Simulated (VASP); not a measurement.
# MgO (I4mm) in VASP: notebook, part 2 of 2

VASP 6.6.1.

### 4 Single point, PBEsol

Contents of INCAR:

```
SYSTEM = MgO
  PREC = Accurate
  ENCUT = 520
  EDIFF = 1E-7
  ISMEAR = 0
  SIGMA = 0.05
  LREAL = .FALSE.
  LASPH = .TRUE.
  NELM = 100
  ALGO = Normal
  ISIF = 2
  LWAVE = .FALSE.
  LCHARG = .TRUE.
  GGA = PS
  LELF = .TRUE.
  LVHAR = .TRUE.
  NBANDS = 11
```

Contents of KPOINTS:

```
Automatic mesh
0
G
  10 10 10
  0 0 0
```

Contents of POSCAR:

```
MgO
1.0
    0.0000000000      2.1351500000      2.1351500000
    2.1351500000      0.0000000000      2.1351500000
    2.1351500000      2.1351500000      0.0000000000
Mg O
1 1
Direct
    0.0000000000      0.0000000000      0.0000000000
    0.5117087792      0.5117087792      0.4882912208
```

Started as:

```sh
$ cat potpaw_PBE.64/Mg/POTCAR potpaw_PBE.64/O/POTCAR > POTCAR
$ mpirun -np 1 vasp_std > vasp.out
```

Wall time 26 s (1 thread of Intel Xeon 8259CL, shared host); peak memory 0.15 GiB.

The run converged. Its results:

| Property | Result |
| --- | --- |
| Free energy | -12.4913 eV |
| Pressure | -6.1 GPa |
| Largest force | 0.225 eV/Å |
| Band gap on the k mesh | 4.25 eV, direct |

Forces on the atoms (eV/Å):
```
Mg   0.000  0.000  0.225
O    0.000  0.000 -0.225
```

Stress tensor (GPa, compression positive):
```
-6.36  0.00  0.00
 0.00 -6.36  0.00
 0.00  0.00 -5.60
```

Levels at points of the mesh, in eV from the valence-band top:
```tsv
k point	band 1	band 2	band 3	band 4	band 5	band 6	band 7	band 8
(0.00, 0.00, 0.00)	-17.00	0.00	0.00	0.00	4.25	15.41	15.41	15.41
(0.50, 0.00, 0.00)	-15.79	-4.50	-0.62	-0.62	7.49	12.04	15.76	15.77
(0.50, 0.50, 0.00)	-15.54	-3.97	-1.31	-1.31	8.88	9.43	12.55	18.23
(0.00, 0.50, 0.50)	-15.54	-3.98	-1.31	-1.31	8.88	9.43	12.55	18.23
```

Caveat: the cell differs from its parent crystal (all O atoms moved -0.050 Å, as atom 2 towards its neighbour atom 1 (Mg) at 2.135 Å); the PAW data sets were made with another functional, which shifts forces and pressure a little.

### 5 Single point, PBEsol

Contents of INCAR:

```
SYSTEM = MgO
PREC = Accurate
ENCUT = 520
EDIFF = 1E-6
ISMEAR = 0
SIGMA = 0.05
LREAL = .False.
LASPH = .True.
NELM = 80
ALGO = Normal
ISIF = 2
LWAVE = .False.
LCHARG = .True.
GGA = PS
LELF = .True.
LVHAR = .True.
NBANDS = 11
```

Contents of KPOINTS:

```
regular mesh
0
Gamma
  10 10 10
  0 0 0
```

Edit POSCAR of step 4 so:

```diff
@@ -9,2 +9,2 @@
     0.0000000000      0.0000000000      0.0000000000
-    0.5117087792      0.5117087792      0.4882912208
+    0.4941456104      0.4941456104      0.5058543896
```

Potentials or basis: VASP PAW PBE potentials, release 64 (Mg, O).

Started as:

```sh
$ cat potpaw_PBE.64/Mg/POTCAR potpaw_PBE.64/O/POTCAR > POTCAR
$ mpirun -np 1 vasp_std > vasp.out
```

OUTCAR:

```text
SYSTEM = MgO
   PREC = Accurate
   ENCUT = 520
   EDIFF = 1E-6
   ISMEAR = 0
   LREAL = .False.
   LASPH = .True.
   NELM = 80
   ISIF = 2
   GGA = PS

 ion  position               nearest neighbor table
   1  0.000  0.000  0.000-   2 2.11   2 2.14   2 2.14   2 2.14   2 2.14   2 2.16
   2  0.494  0.494  0.506-   1 2.11   1 2.14   1 2.14   1 2.14   1 2.14   1 2.16

  LATTYP: Found a face centered cubic cell.
 ALAT       =     4.2703000000

  Lattice vectors:

 A1 = (   0.0000000000,   2.1351500000,   2.1351500000)
 A2 = (   2.1351500000,   0.0000000000,   2.1351500000)
 A3 = (   2.1351500000,   2.1351500000,   0.0000000000)

Analysis of symmetry for initial positions (statically):
=====================================================================
 Subroutine PRICEL returns:
 Original cell was already a primitive cell.

 Routine SETGRP: Setting up the symmetry group for a
 face centered cubic supercell.

 Subroutine GETGRP returns: Found  8 space group operations
 (whereof  8 operations were pure point group operations)
 out of a pool of 48 trial point group operations.

The static configuration has the point symmetry C_4v.

Analysis of symmetry for dynamics (positions and initial velocities):
=====================================================================
 Subroutine PRICEL returns:
 Original cell was already a primitive cell.

 Routine SETGRP: Setting up the symmetry group for a
 face centered cubic supercell.

 Subroutine GETGRP returns: Found  8 space group operations
 (whereof  8 operations were pure point group operations)
 out of a pool of 48 trial point group operations.

The dynamic configuration has the point symmetry C_4v.

 Subroutine INISYM returns: Found  8 space group operations
 (whereof  8 operations are pure point group operations),
 and found     1 'primitive' translations

----------------------------------------------------------------------------------------

                                     Primitive cell

  volume of cell :      19.4677

  direct lattice vectors                    reciprocal lattice vectors
     0.000000000  2.135150000  2.135150000    -0.234175585  0.234175585  0.234175585
     2.135150000  0.000000000  2.135150000     0.234175585 -0.234175585  0.234175585
     2.135150000  2.135150000  0.000000000     0.234175585  0.234175585 -0.234175585

  length of vectors
     3.019558088  3.019558088  3.019558088     0.405604011  0.405604011  0.405604011

  position of ions in fractional coordinates (direct lattice)
     0.000000000  0.000000000  0.000000000
     0.494145610  0.494145610  0.505854390

  ion indices of the primitive-cell ions
   primitive index   ion index
                 1           1
                 2           2

----------------------------------------------------------------------------------------

 KPOINTS: regular mesh

Automatic generation of k-mesh.
 Grid dimensions read from file:
 generate k-points for:   10   10   10

 Generating k-lattice:

  Cartesian coordinates                     Fractional coordinates (reciprocal lattice)
    -0.023417558  0.023417558  0.023417558     0.100000000  0.000000000  0.000000000
     0.023417558 -0.023417558  0.023417558     0.000000000  0.100000000  0.000000000
     0.023417558  0.023417558 -0.023417558     0.000000000  0.000000000  0.100000000

  Length of vectors
     0.040560401  0.040560401  0.040560401

  Shift w.r.t. Gamma in fractional coordinates (k-lattice)
     0.000000000  0.000000000  0.000000000

 Subroutine IBZKPT returns following result:
 ===========================================

 Found    102 irreducible k-points:

 Following reciprocal coordinates:
            Coordinates               Weight
  0.000000  0.000000  0.000000      1.000000
  0.100000  0.000000  0.000000      8.000000
  0.200000  0.000000  0.000000      8.000000
  0.300000  0.000000  0.000000      8.000000
  0.400000  0.000000  0.000000      8.000000
  0.500000  0.000000  0.000000      4.000000
[... 16 lines left out ...]
 -0.100000  0.100000  0.000000      4.000000
  0.000000 -0.100000  0.100000      8.000000
 [... further k-points ...]
   k-points           NKPTS =    102   k-points in BZ     NKDIM =    102   number of bands    NBANDS=     11
   number of dos      NEDOS =    301   number of ions     NIONS =      2
   total plane-waves  NPLWV =  13824
   dimension x,y,z NGX =    24 NGY =   24 NGZ =   24
   dimension x,y,z NGXF=    48 NGYF=   48 NGZF=   48
   ions per type =               1   1
   NGX,Y,Z   is equivalent  to a cutoff of  13.21, 13.21, 13.21 a.u.
   NGXF,Y,Z  is equivalent  to a cutoff of  26.43, 26.43, 26.43 a.u.
 SYSTEM =  MgO
   PREC   = accura    normal or accurate (medium, high low for compatibility)
   ISTART =      0    job   : 0-new  1-cont  2-samecut
   ICHARG =      2    charge: 1-file 2-atom 10-const
   ISPIN  =      1    spin polarized calculation?
   LNONCOLLINEAR =      F non collinear calculations
   LSORBIT =      F    spin-orbit coupling
   LASPH  =      T    aspherical Exc in radial PAW
   ENCUT  =  520.0 eV  38.22 Ry    6.18 a.u.   5.61  5.61  5.61*2*pi/ulx,y,z
   NELM   =     80;   NELMIN=  2; NELMDL= -5     # of ELM steps
   EDIFF  = 0.1E-05   stopping-criterion for ELM
   LREAL  =      F    real-space projection
   EDIFFG = 0.1E-04   stopping-criterion for IOM
   NSW    =      0    number of steps for IOM
   IBRION =     -1    ionic relax: 0-MD 1-quasi-New 2-CG
   NFREE  =      0    steps in history (QN), initial steepest desc. (CG)
   ISIF   =      2    stress and relaxation
   ISYM   =      2    0-nonsym 1-usesym 2-fastsym
   POTIM  = 0.5000    time-step for ionic-motion
   TEBEG  =    0.0;   TEEND  =   0.0 temperature during run
   PSTRESS=    0.0 pullay stress
   NELECT =       8.0000    total number of electrons
   NUPDOWN=      -1.0000    fix difference up-down
   EMIN   =  10.00;   EMAX   =-10.00  energy-range for DOS
   EFERMI =   0.00;   METHOD = LEGACY
   ISMEAR =     0;   SIGMA  =   0.05  broadening in eV -4-tet -1-fermi 0-gaus
   EFERMI_NEDOS =   21; number of points for ismear=-14 and -15
   IALGO  =     38    algorithm
   IMIX   =      4    mixing-type and parameters
     AMIX     =   0.40;   BMIX     =  1.00
     AMIX_MAG =   1.60;   BMIX_MAG =  1.00
  volume/ion in A,a.u.               =       9.73        65.69
  Fermi-wavevector in a.u.,A,eV,Ry     =   1.217119  2.300022 20.155386  1.481379
  Thomas-Fermi vector in A             =   2.352450
   LORBIT       =      0    0 simple, 1 ext, 2 COOP (PROOUT), +10 PAW based schemes
   GGA     = PS    functional components
   LHFCALC =     F    Hartree Fock is set to
   AEXX    =    0.0000 exact exchange contribution
   IVDW    =     0    specifies the selected vdW correction
   LEPSILON=     F    determine dielectric tensor
   LRPA    =     F    only Hartree local field effects (RPA)
 non-spin polarized calculation
 Gauss-broadening in eV      SIGMA  =   0.05
  energy-cutoff  :      520.00
  volume of cell :       19.47
 maximum number of plane-waves:       544
   NGX = 11   NGY = 11   NGZ = 11

 number of electron       8.0000000 magnetization

 Free energy of the ion-electron system (eV)
  ---------------------------------------------------
  ext. energy  EPLUGINS =         0.00000000
  ---------------------------------------------------
  free energy    TOTEN  =       -12.49546249 eV

  energy without entropy =      -12.49546249  energy(sigma->0) =      -12.49546249

 E-fermi :   3.0711     XC(G=0): -11.1125

 val. band max:        2.7645469958   @ k =   0.0000   0.0000   0.0000
 cond. band min:       7.0114547657   @ k =   0.0000   0.0000   0.0000
 fundamental gap:      4.2469077700
 Fermi energy:         3.0710837880

 k-point     1 :       0.0000    0.0000    0.0000
  band No.  band energies     occupation
      1     -14.2326      2.00000
      2       2.7637      2.00000
      3       2.7645      2.00000
      4       2.7645      2.00000
      5       7.0115      0.00000
      6      18.1690      0.00000
      7      18.1703      0.00000
      8      18.1703      0.00000
      9      21.9025      0.00000
     10      23.7401      0.00000
     11      23.7414      0.00000
[... 309 lines left out ...]
 k-point    24 :       0.0000   -0.1000    0.1000
  band No.  band energies     occupation
      1     -13.9745      2.00000
      2       1.3974      2.00000
      3       2.4428      2.00000
      4       2.6551      2.00000
      5       8.4506      0.00000
      6      15.8552      0.00000
      7      18.5020      0.00000
      8      18.8220      0.00000
      9      21.5894      0.00000
     10      23.0488      0.00000
     11      24.9222      0.00000

 [... further k-points ...]
[... 5 lines left out ...]
  --------------------------------------------------------------------------------------
  -------------------------------------------------------------------------------------
  Total       -0.7702518     -0.7702518     -0.7472055      0.0000000      0.0000000      0.0000000
  in kB      -63.3910767    -63.3910767    -61.4943887      0.0000000      0.0000000      0.0000000
  external PRESSURE =     -62.7588473 kB  Pullay stress =       0.0000000 kB

 VOLUME and BASIS-vectors are now :
 -----------------------------------------------------------------------------
  energy-cutoff  :      520.00
  volume of cell :       19.47
      direct lattice vectors                 reciprocal lattice vectors
     0.000000000  2.135150000  2.135150000    -0.234175585  0.234175585  0.234175585
     2.135150000  0.000000000  2.135150000     0.234175585 -0.234175585  0.234175585
     2.135150000  2.135150000  0.000000000     0.234175585  0.234175585 -0.234175585

 POSITION                                       TOTAL-FORCE (eV/Angst)
 -----------------------------------------------------------------------------------
      0.00000      0.00000      0.00000         0.000000      0.000000     -0.110716
      2.13515      2.13515      2.11015         0.000000      0.000000      0.110716
 -----------------------------------------------------------------------------------
    total drift:                                0.000000      0.000000      0.000140

  FREE ENERGIE OF THE ION-ELECTRON SYSTEM (eV)
  ---------------------------------------------------
  free  energy   TOTEN  =       -12.4954624925 eV

  energy  without entropy=      -12.4954624925  energy(sigma->0) =      -12.49546249
```

It took 24 s on 1 thread of Intel Xeon 8259CL, shared host; peak memory 0.15 GiB.

Results:

```yaml
Free_energy: -12.4955 eV
Pressure: -6.3 GPa
Largest_force: 0.111 eV/Å
Band_gap_on_the_k_mesh: 4.25 eV, direct
```

Forces in eV/Å, atoms in the order of the input:
```
Mg   0.000  0.000 -0.111
O    0.000  0.000  0.111
```

Caveat: the cell differs from its parent crystal (all O atoms moved +0.025 Å, as atom 2 towards its neighbour atom 1 (Mg) at 2.135 Å); the PAW data sets were made with another functional, which shifts forces and pressure a little.

### 6 Single point, PBEsol

Contents of INCAR:

```
SYSTEM = MgO
PREC = Accurate ; ENCUT = 520
EDIFF = 1E-6 ; ISMEAR = 0
SIGMA = 0.05 ; LREAL = .FALSE.
LASPH = .TRUE. ; NELM = 80
ALGO = Normal ; ISIF = 2
LWAVE = .FALSE. ; LCHARG = .TRUE.
GGA = PS ; LELF = .TRUE.
LVHAR = .TRUE. ; NBANDS = 11
```

Contents of KPOINTS:

```
regular mesh
0
G
  10 10 10
  0 0 0
```

Edit POSCAR of step 5 so:

```diff
@@ -9,2 +9,2 @@
     0.0000000000      0.0000000000      0.0000000000
-    0.4941456104      0.4941456104      0.5058543896
+    0.4795096363      0.4795096363      0.5204903637
```

Potentials or basis: VASP PAW PBE potentials, release 64 (Mg, O).

Started as:

```sh
$ cat potpaw_PBE.64/Mg/POTCAR potpaw_PBE.64/O/POTCAR > POTCAR
$ mpirun -np 1 vasp_std > vasp.out
```

OUTCAR:

```text
SYSTEM = MgO
   PREC = Accurate
   ENCUT = 520
   EDIFF = 1E-6
   ISMEAR = 0
   LREAL = .FALSE.
   LASPH = .TRUE.
   NELM = 80
   ISIF = 2
   GGA = PS

 ion  position               nearest neighbor table
   1  0.000  0.000  0.000-   2 2.05   2 2.14   2 2.14   2 2.14   2 2.14   2 2.22
   2  0.480  0.480  0.520-   1 2.05   1 2.14   1 2.14   1 2.14   1 2.14   1 2.22

  LATTYP: Found a face centered cubic cell.
 ALAT       =     4.2703000000

  Lattice vectors:

 A1 = (   0.0000000000,   2.1351500000,   2.1351500000)
 A2 = (   2.1351500000,   0.0000000000,   2.1351500000)
 A3 = (   2.1351500000,   2.1351500000,   0.0000000000)

Analysis of symmetry for initial positions (statically):
=====================================================================
 Subroutine PRICEL returns:
 Original cell was already a primitive cell.

 Routine SETGRP: Setting up the symmetry group for a
 face centered cubic supercell.

 Subroutine GETGRP returns: Found  8 space group operations
 (whereof  8 operations were pure point group operations)
 out of a pool of 48 trial point group operations.

The static configuration has the point symmetry C_4v.

Analysis of symmetry for dynamics (positions and initial velocities):
=====================================================================
 Subroutine PRICEL returns:
 Original cell was already a primitive cell.

 Routine SETGRP: Setting up the symmetry group for a
 face centered cubic supercell.

 Subroutine GETGRP returns: Found  8 space group operations
 (whereof  8 operations were pure point group operations)
 out of a pool of 48 trial point group operations.

The dynamic configuration has the point symmetry C_4v.

 Subroutine INISYM returns: Found  8 space group operations
 (whereof  8 operations are pure point group operations),
 and found     1 'primitive' translations

----------------------------------------------------------------------------------------

[... 114 lines left out ...]
  Fermi-wavevector in a.u.,A,eV,Ry     =   1.217119  2.300022 20.155386  1.481379
  Thomas-Fermi vector in A             =   2.352450
   LORBIT       =      0    0 simple, 1 ext, 2 COOP (PROOUT), +10 PAW based schemes
   GGA     = PS    functional components
   LHFCALC =     F    Hartree Fock is set to
   AEXX    =    0.0000 exact exchange contribution
   IVDW    =     0    specifies the selected vdW correction
   LEPSILON=     F    determine dielectric tensor
   LRPA    =     F    only Hartree local field effects (RPA)
 non-spin polarized calculation
 Gauss-broadening in eV      SIGMA  =   0.05
  energy-cutoff  :      520.00
  volume of cell :       19.47
 maximum number of plane-waves:       544
   NGX = 11   NGY = 11   NGZ = 11

 number of electron       8.0000002 magnetization

 Free energy of the ion-electron system (eV)
  ---------------------------------------------------
  ext. energy  EPLUGINS =         0.00000000
  ---------------------------------------------------
  free energy    TOTEN  =       -12.47947209 eV

  energy without entropy =      -12.47947209  energy(sigma->0) =      -12.47947209

 E-fermi :   3.0668     XC(G=0): -11.1099

 val. band max:        2.7578959537   @ k =   0.0000   0.0000   0.0000
 cond. band min:       7.0040740791   @ k =   0.0000   0.0000   0.0000
 fundamental gap:      4.2461781254
 Fermi energy:         3.0667624172

 k-point     1 :       0.0000    0.0000    0.0000
  band No.  band energies     occupation
      1     -14.2367      2.00000
      2       2.7470      2.00000
      3       2.7579      2.00000
      4       2.7579      2.00000
      5       7.0041      0.00000
      6      18.1804      0.00000
      7      18.1957      0.00000
      8      18.1957      0.00000
      9      21.8872      0.00000
     10      23.7449      0.00000
     11      23.7611      0.00000
[... 309 lines left out ...]
 k-point    24 :       0.0000   -0.1000    0.1000
  band No.  band energies     occupation
      1     -13.9790      2.00000
      2       1.3893      2.00000
      3       2.4368      2.00000
      4       2.6469      2.00000
      5       8.4401      0.00000
      6      15.8613      0.00000
      7      18.4990      0.00000
      8      18.8438      0.00000
      9      21.6335      0.00000
     10      23.0608      0.00000
     11      24.9043      0.00000

 [... further k-points ...]
[... 5 lines left out ...]
  --------------------------------------------------------------------------------------
  -------------------------------------------------------------------------------------
  Total       -0.7758421     -0.7758421     -0.4922756      0.0000000     -0.0000000      0.0000000
  in kB      -63.8511544    -63.8511544    -40.5138718      0.0000000     -0.0000000      0.0000000
  external PRESSURE =     -56.0720602 kB  Pullay stress =       0.0000000 kB

 VOLUME and BASIS-vectors are now :
 -----------------------------------------------------------------------------
  energy-cutoff  :      520.00
  volume of cell :       19.47
      direct lattice vectors                 reciprocal lattice vectors
     0.000000000  2.135150000  2.135150000    -0.234175585  0.234175585  0.234175585
     2.135150000  0.000000000  2.135150000     0.234175585 -0.234175585  0.234175585
     2.135150000  2.135150000  0.000000000     0.234175585  0.234175585 -0.234175585

 POSITION                                       TOTAL-FORCE (eV/Angst)
 -----------------------------------------------------------------------------------
      0.00000      0.00000      0.00000         0.000000      0.000000     -0.408509
      2.13515      2.13515      2.04765         0.000000      0.000000      0.408509
 -----------------------------------------------------------------------------------
    total drift:                                0.000000      0.000000      0.000664

  FREE ENERGIE OF THE ION-ELECTRON SYSTEM (eV)
  ---------------------------------------------------
  free  energy   TOTEN  =       -12.4794720890 eV

  energy  without entropy=      -12.4794720890  energy(sigma->0) =      -12.47947209
```

OSZICAR:

```text
N       E                     dE             d eps       ncg     rms          rms(c)
DAV:   1     0.145979607746E+02    0.14598E+02   -0.45795E+03  2556   0.645E+02
DAV:   2    -0.132239446850E+02   -0.27822E+02   -0.27226E+02  2624   0.136E+02
DAV:   3    -0.138689985930E+02   -0.64505E+00   -0.64448E+00  2695   0.181E+01
DAV:   4    -0.138705093103E+02   -0.15107E-02   -0.15107E-02  2442   0.102E+00
DAV:   5    -0.138705142285E+02   -0.49182E-05   -0.49182E-05  2676   0.566E-02    0.666E+00
DAV:   6    -0.125187203547E+02    0.13518E+01   -0.79592E+00  2346   0.151E+01    0.226E+00
DAV:   7    -0.124938809789E+02    0.24839E-01   -0.62277E-02  2505   0.216E+00    0.131E+00
DAV:   8    -0.124799680019E+02    0.13913E-01   -0.27537E-02  2367   0.185E+00    0.246E-01
DAV:   9    -0.124795623956E+02    0.40561E-03   -0.60019E-04  2595   0.172E-01    0.141E-01
DAV:  10    -0.124794711077E+02    0.91288E-04   -0.46257E-04  2526   0.161E-01    0.727E-03
DAV:  11    -0.124794720890E+02   -0.98130E-06   -0.37287E-06  2517   0.166E-02
   1 F= -.12479472E+02 E0= -.12479472E+02  d E =-.155907E-20
```

Run time: 24 s. Hardware: 1 thread of Intel Xeon 8259CL, shared host; peak memory 0.15 GiB.

Results:

```yaml
Free_energy: -12.4795 eV
Pressure: -5.6 GPa
Largest_force: 0.409 eV/Å
Band_gap_on_the_k_mesh: 4.25 eV, direct
```

Forces on the atoms (eV/Å):
```
Mg   0.000  0.000 -0.409
O    0.000  0.000  0.409
```

Caveat: the cell differs from its parent crystal (all O atoms moved +0.087 Å, as atom 2 towards its neighbour atom 1 (Mg) at 2.135 Å); the PAW data sets were made with another functional, which shifts forces and pressure a little.
